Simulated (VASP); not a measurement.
Wanted: the native input for a VASP 6.6.1 run.

```yaml
Task: single point
Functional: PBE
Potentials_or_basis: VASP PAW PBE potentials, release 64 (Be)
Cutoff: 520 eV
k_mesh: 24 × 24 × 12
Occupations: gaussian, width 0.1 eV
Spin: no spin polarisation
Dipole_correction: no
Further_INCAR_settings: ALGO = Fast; EDIFF = 1e-06; NBANDS = 9
```

The structure of Be lies in POSCAR:

```
Be
1.0
    2.2411362754      0.0000000000      0.0000000000
   -1.1205681377      1.9408809478      0.0000000000
    0.0000000000      0.0000000000      3.5280892866
Be
2
Direct
    0.3333333333      0.6666666667      0.2500000000
    0.6666666667      0.3333333333      0.7500000000
```

One way to write it, as run:

INCAR

```
SYSTEM = Be
PREC = Accurate
ENCUT = 520
EDIFF = 1E-6
ISMEAR = 0
SIGMA = 0.1
LREAL = .False.
LASPH = .True.
NELM = 80
ALGO = Fast
ISIF = 2
LWAVE = .False.
LCHARG = .True.
GGA = PE
LELF = .True.
LVHAR = .True.
NBANDS = 9
```

KPOINTS

```
Automatic mesh
0
Gamma
  24 24 12
  0 0 0
```

Potentials or basis: VASP PAW PBE potentials, release 64 (Be).

Run with:

```console
$ cat potpaw_PBE.64/Be/POTCAR > POTCAR
$ mpirun -np 1 vasp_std > vasp.out
```

Results of the run:

```
Pressure               : 4.1 GPa
Band gap on the k mesh : zero (bands 2 and 3 overlap by 2.12 eV)
```

Caveat: the cell stands under pressure.

Run time: 80 s on 1 thread of Intel Xeon 8259CL, with other jobs on the host, peak memory 0.16 GiB.
